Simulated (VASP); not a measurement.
# Al9H in VASP: a series of runs, part 2 of 2

VASP 6.6.1.

### Step 4. Single point, PBE

INCAR reads:

```
PREC = Accurate
ENCUT = 520
EDIFF = 1E-6
ISMEAR = 0
SIGMA = 0.1
LREAL = Auto
LASPH = True
NELM = 80
ALGO = Normal
ISIF = 2
LWAVE = False
LCHARG = False
LDIPOL = True
IDIPOL = 3
DIPOL = 0.5 0.5 0.299
GGA = PE
NBANDS = 44
```

KPOINTS reads:

```
regular mesh
0
Gamma
  5 3 1
```

POSCAR reads:

```
Al9H
1.0
    5.7086446660      0.0000000000      0.0000000000
   -1.4271611665      9.7033329366      0.0000000000
    0.0000000000      0.0000000000     22.7902708839
Al H
18 2
Direct
    0.2662242802      0.0648971207      0.1755134908
    0.7662242802      0.0648971207      0.1755134908
    0.3354843969      0.3419375876      0.2192156219
    0.8354843969      0.3419375876      0.2192156219
    0.1493364202      0.5973456810      0.2279560482
    0.6493364202      0.5973456810      0.2279560482
    0.4631884436      0.8527537744      0.2366964744
    0.9631884436      0.8527537744      0.2366964744
    0.0319869115      0.1277383811      0.2808269846
    0.5319869115      0.1277383811      0.2808269846
    0.0997952748      0.4042696946      0.3301089530
    0.5997952748      0.4042696946      0.3301089530
    0.4144272444      0.6597110304      0.3369829646
    0.9144272444      0.6597110304      0.3369829646
    0.2263180843      0.9111292163      0.3449343063
    0.7263180843      0.9111292163      0.3449343063
    0.2962616061      0.1814597108      0.3857027821
    0.7962616061      0.1814597108      0.3857027821
    0.6062804321      0.3778320525      0.4475712876
    0.6062804321      0.4715337061      0.4475712876
```

Potentials or basis: VASP PAW PBE potentials, release 64 (Al, H).

Started as:

```console
$ cat potpaw_PBE.64/Al/POTCAR potpaw_PBE.64/H/POTCAR > POTCAR
$ mpirun -np 1 vasp_std > vasp.out
```

OUTCAR:

```text
PREC = Accurate
   ENCUT = 520
   EDIFF = 1E-6
   ISMEAR = 0
   LREAL = Auto
   LASPH = True
   NELM = 80
   ISIF = 2
   GGA = PE

 ion  position               nearest neighbor table
   1  0.266  0.065  0.176-   2 2.85   2 2.85   9 2.86  10 2.86   3 2.87   7 2.87   8 2.87
   2  0.766  0.065  0.176-   1 2.85   1 2.85  10 2.86   9 2.86   4 2.87   8 2.87   7 2.87
   3  0.335  0.342  0.219-   4 2.85   4 2.85   1 2.87   6 2.87   5 2.87   9 2.89  10 2.89  12 2.96
                            11 2.97
   4  0.835  0.342  0.219-   3 2.85   3 2.85   2 2.87   5 2.87   6 2.87  10 2.89   9 2.89  11 2.96
                            12 2.97
   5  0.149  0.597  0.228-   6 2.85   6 2.85   8 2.87   4 2.87   7 2.87   3 2.87  13 2.93  14 2.93
                            11 2.99
   6  0.649  0.597  0.228-   5 2.85   5 2.85   7 2.87   3 2.87   8 2.87   4 2.87  14 2.93  13 2.93
                            12 2.99
   7  0.463  0.853  0.237-  10 2.85   8 2.85   8 2.85   6 2.87   5 2.87   1 2.87   2 2.87  16 2.90
                            15 2.91  13 2.96
   8  0.963  0.853  0.237-   9 2.85   7 2.85   7 2.85   5 2.87   6 2.87   2 2.87   1 2.87  15 2.90
                            16 2.91  14 2.96
   9  0.032  0.128  0.281-  18 2.83  17 2.83   8 2.85  10 2.85  10 2.85   1 2.86   2 2.86   3 2.89
                             4 2.89  11 2.91  15 2.93  16 2.93
  10  0.532  0.128  0.281-  17 2.83  18 2.83   7 2.85   9 2.85   9 2.85   2 2.86   1 2.86   4 2.89
                             3 2.89  12 2.91  16 2.93  15 2.93
  11  0.100  0.404  0.330-  12 2.85  12 2.85  14 2.86  13 2.87  18 2.88  17 2.89   9 2.91   4 2.96
                             3 2.97   5 2.99
  12  0.600  0.404  0.330-  11 2.85  11 2.85  13 2.86  14 2.87  17 2.88  18 2.89  10 2.91   3 2.96
                             4 2.97   6 2.99
  13  0.414  0.660  0.337-  16 2.83  15 2.83  14 2.85  14 2.85  12 2.86  11 2.87   5 2.93   6 2.93
                             7 2.96
  14  0.914  0.660  0.337-  15 2.83  16 2.83  13 2.85  13 2.85  11 2.86  12 2.87   6 2.93   5 2.93
                             8 2.96
  15  0.226  0.911  0.345-  17 2.78  14 2.83  13 2.83  16 2.85  16 2.85   8 2.90   7 2.91   9 2.93
                            10 2.93
  16  0.726  0.911  0.345-  18 2.78  13 2.83  14 2.83  15 2.85  15 2.85   7 2.90   8 2.91  10 2.93
                             9 2.93
  17  0.296  0.181  0.386-  15 2.78  10 2.83   9 2.83  18 2.85  18 2.85  12 2.88  11 2.89
[... 204 lines left out ...]

 Free energy of the ion-electron system (eV)
  ---------------------------------------------------
  ext. energy  EPLUGINS =         0.00000000
  ---------------------------------------------------
  free energy    TOTEN  =       -67.55150897 eV

  energy without entropy =      -67.50236045  energy(sigma->0) =      -67.52693471

 E-fermi :  -1.2088     XC(G=0):  -3.3759

 val. band max:       -1.2203397961   @ k =  -0.2000   0.3333   0.0000
 cond. band min:      -1.1954062979   @ k =   0.2000   0.0000   0.0000
 fundamental gap:      0.0249334982
 Fermi energy:        -1.2087579626

 k-point     1 :       0.0000    0.0000    0.0000
  band No.  band energies     occupation
      1     -11.2785      2.00000
      2      -9.7340      2.00000
      3      -9.6567      2.00000
      4      -9.0465      2.00000
      5      -7.7328      2.00000
      6      -7.1762      2.00000
[... 333 lines left out ...]
     39       0.9045      0.00000
     40       1.0310      0.00000
 [bands above 40 left out]

------------------------ aborting loop because EDIFF is reached ----------------------------------------

 vacuum level on the upper side and lower side of the slab       (xc-potential included)        -0.050        -0.053

  FORCE on cell =-STRESS in cart. coord.  units (eV):
  Direction    XX          YY          ZZ          XY          YZ          ZX
  --------------------------------------------------------------------------------------
  -------------------------------------------------------------------------------------
  Total      -12.1888220    -15.0775600      0.6857583      0.5766655     -0.0434956      0.0347760
  in kB      -15.4692368    -19.1354296      0.8703185      0.7318653     -0.0552017      0.0441354
  external PRESSURE =     -11.2447826 kB  Pullay stress =       0.0000000 kB

 VOLUME and BASIS-vectors are now :
 -----------------------------------------------------------------------------
  energy-cutoff  :      520.00
  volume of cell :     1262.42
      direct lattice vectors                 reciprocal lattice vectors
     5.708644666  0.000000000  0.000000000     0.175172928  0.025764343  0.000000000
    -1.427161166  9.703332937  0.000000000     0.000000000  0.103057373  0.000000000
     0.000000000  0.000000000 22.790270884     0.000000000  0.000000000  0.043878373

 POSITION                                       TOTAL-FORCE (eV/Angst)
 -----------------------------------------------------------------------------------
      1.42716      0.62972      4.00000        -0.028787      0.129874      0.023603
      4.28148      0.62972      4.00000         0.016994      0.146503      0.018454
      1.42716      3.31793      4.99598         0.025254      0.037157      0.054958
      4.28148      3.31793      4.99598        -0.014179      0.031560      0.039142
     -0.00000      5.79624      5.19518         0.002039     -0.102768      0.041255
      2.85432      5.79624      5.19518        -0.007679     -0.102212      0.021522
[... 12 lines left out ...]
      2.92181      3.66623     10.20027        -0.449996      3.058067      0.150585
      2.78808      4.57545     10.20027         0.454698     -2.876551      0.168016
 -----------------------------------------------------------------------------------
    total drift:                               -0.005497     -0.032337     -0.004202

  FREE ENERGIE OF THE ION-ELECTRON SYSTEM (eV)
  ---------------------------------------------------
  free  energy   TOTEN  =       -67.5515089665 eV

  energy  without entropy=      -67.5023604530  energy(sigma->0) =      -67.52693471

 vacuum level on the upper side and lower side of the slab         2.937         2.933
```

stdout:

```text
POSCAR found type information on POSCAR AlH
 POSCAR found :  2 types and      20 ions
 scaLAPACK will be used
 LDA part: xc-table for (Slater+PW92), standard interpolation
 POSCAR, INCAR and KPOINTS ok, starting setup
 FFT: planning ... GRIDC
 FFT: planning ... GRID_SOFT
 FFT: planning ... GRID
 WAVECAR not read
 entering main loop
```

Wall time 22 min (1 thread of Intel Xeon Platinum 8488C (Sapphire Rapids), shared host); peak memory 1.2 GiB.

Results:

| Quantity | Value |
| --- | --- |
| Free energy | -67.5515 eV |
| Largest force | 3.095 eV/Å |
| Band gap on the k mesh | zero (bands 28 and 29 overlap by 0.73 eV) |

Forces on the atoms (eV/Å):
```
Al  -0.029  0.130  0.024
Al   0.017  0.147  0.018
Al   0.025  0.037  0.055
Al  -0.014  0.032  0.039
Al   0.002 -0.103  0.041
Al  -0.008 -0.102  0.022
Al  -0.003 -0.087 -0.132
Al   0.006 -0.079 -0.118
Al  -0.003  0.013 -0.001
Al  -0.003  0.028 -0.015
Al   0.014 -0.019  0.003
Al  -0.005 -0.018 -0.125
Al  -0.004 -0.046 -0.010
Al  -0.007 -0.040 -0.021
Al   0.004  0.018 -0.009
Al  -0.004  0.031  0.001
Al  -0.003 -0.058 -0.048
Al   0.009 -0.064 -0.042
H   -0.450  3.058  0.151
H    0.455 -2.877  0.168
```

Levels at points of the mesh, in eV from the Fermi level:
```
           k point  band 24  band 25  band 26  band 27  band 28  band 29  band 30  band 31  band 32  band 33
(0.00, 0.00, 0.00)    -1.51    -1.10    -1.08    -0.94    -0.62    -0.58    -0.28     0.11     0.96     1.25
```

### Step 5. Single point, PBE

INCAR: that of step 4 with these lines changed.

```diff
@@ -14,3 +14,3 @@
 IDIPOL = 3
-DIPOL = 0.5 0.5 0.299
+DIPOL = 0.5 0.5 0.301
 GGA = PE
```

KPOINTS reads:

```
Automatic mesh
0
Gamma
  5 3 1
```

POSCAR: that of step 4 with these lines changed.

```diff
@@ -26,3 +26,3 @@
     0.7962616061      0.1814597108      0.3857027821
-    0.6062804321      0.3778320525      0.4475712876
-    0.6062804321      0.4715337061      0.4475712876
+    0.6062804321      0.3778320525      0.4756534461
+    0.6062804321      0.4715337061      0.4756534461
```

Potentials or basis: VASP PAW PBE potentials, release 64 (Al, H).

Started as:

```console
$ cat potpaw_PBE.64/Al/POTCAR potpaw_PBE.64/H/POTCAR > POTCAR
$ mpirun -np 1 vasp_std > vasp.out
```

OUTCAR:

```text
PREC = Accurate
   ENCUT = 520
   EDIFF = 1E-6
   ISMEAR = 0
   LREAL = Auto
   LASPH = True
   NELM = 80
   ISIF = 2
   GGA = PE

 ion  position               nearest neighbor table
   1  0.266  0.065  0.176-   2 2.85   2 2.85   9 2.86  10 2.86   3 2.87   7 2.87   8 2.87
   2  0.766  0.065  0.176-   1 2.85   1 2.85  10 2.86   9 2.86   4 2.87   8 2.87   7 2.87
   3  0.335  0.342  0.219-   4 2.85   4 2.85   1 2.87   6 2.87   5 2.87   9 2.89  10 2.89  12 2.96
                            11 2.97
   4  0.835  0.342  0.219-   3 2.85   3 2.85   2 2.87   5 2.87   6 2.87  10 2.89   9 2.89  11 2.96
                            12 2.97
   5  0.149  0.597  0.228-   6 2.85   6 2.85   8 2.87   4 2.87   7 2.87   3 2.87  13 2.93  14 2.93
[... 599 lines left out ...]
  external PRESSURE =     -11.6914610 kB  Pullay stress =       0.0000000 kB

 VOLUME and BASIS-vectors are now :
 -----------------------------------------------------------------------------
  energy-cutoff  :      520.00
  volume of cell :     1262.42
      direct lattice vectors                 reciprocal lattice vectors
     5.708644666  0.000000000  0.000000000     0.175172928  0.025764343  0.000000000
    -1.427161166  9.703332937  0.000000000     0.000000000  0.103057373  0.000000000
     0.000000000  0.000000000 22.790270884     0.000000000  0.000000000  0.043878373

 POSITION                                       TOTAL-FORCE (eV/Angst)
 -----------------------------------------------------------------------------------
      1.42716      0.62972      4.00000        -0.010490      0.143614      0.028446
      4.28148      0.62972      4.00000        -0.002728      0.147975      0.028466
      1.42716      3.31793      4.99598         0.018276      0.037905      0.066585
      4.28148      3.31793      4.99598        -0.007344      0.036834      0.059653
     -0.00000      5.79624      5.19518         0.001102     -0.082878      0.035775
      2.85432      5.79624      5.19518        -0.005149     -0.088399      0.027858
[... 12 lines left out ...]
      2.92181      3.66623     10.84027        -0.492765      3.343033      0.009118
      2.78808      4.57545     10.84027         0.494123     -3.281950      0.064862
 -----------------------------------------------------------------------------------
    total drift:                               -0.005339     -0.032238     -0.004379

  FREE ENERGIE OF THE ION-ELECTRON SYSTEM (eV)
  ---------------------------------------------------
  free  energy   TOTEN  =       -67.6655365616 eV

  energy  without entropy=      -67.6181921209  energy(sigma->0) =      -67.64186434

 vacuum level on the upper side and lower side of the slab         2.952         2.929
```

Run time: 17 min. Hardware: 1 thread of Intel Xeon Platinum 8488C (Sapphire Rapids), shared host; peak memory 1.2 GiB.

Results:

```
Free energy            : -67.6655 eV
Largest force          : 3.379 eV/Å
Band gap on the k mesh : zero (bands 28 and 29 overlap by 0.73 eV)
```

Forces on the atoms (eV/Å):
```
Al  -0.010  0.144  0.028
Al  -0.003  0.148  0.028
Al   0.018  0.038  0.067
Al  -0.007  0.037  0.060
Al   0.001 -0.083  0.036
Al  -0.005 -0.088  0.028
Al   0.000 -0.094 -0.124
Al   0.004 -0.091 -0.120
Al   0.000  0.009 -0.002
Al  -0.001  0.011 -0.012
Al   0.008 -0.014  0.005
Al   0.000 -0.017 -0.037
Al  -0.002 -0.023 -0.001
Al  -0.007 -0.021 -0.004
Al   0.000  0.005 -0.003
Al  -0.004  0.011 -0.001
Al   0.007 -0.014 -0.013
Al  -0.001 -0.018 -0.009
H   -0.493  3.343  0.009
H    0.494 -3.282  0.065
```

### Step 6. Summary

| cell | gap on the mesh (eV) | largest force (eV/Å) |
| --- | --- | --- |
| as given, atomic positions A | none | 0.16 |
| as given, atomic positions B | none | 2.18 |
| as given, atomic positions C | none | 3.09 |
| as given, atomic positions D | none | 3.38 |

Alike in all rows: task single point; level PBE; potentials or basis VASP PAW PBE potentials, release 64 (Al, H); no spin polarisation; k mesh 5 × 3 × 1; cutoff (eV) 520; smearing gaussian 0.1 eV.

Absolute energies hang on the potentials; compare differences alone.

The gap in the log of VASP goes by the Fermi energy; the results here count the filled bands.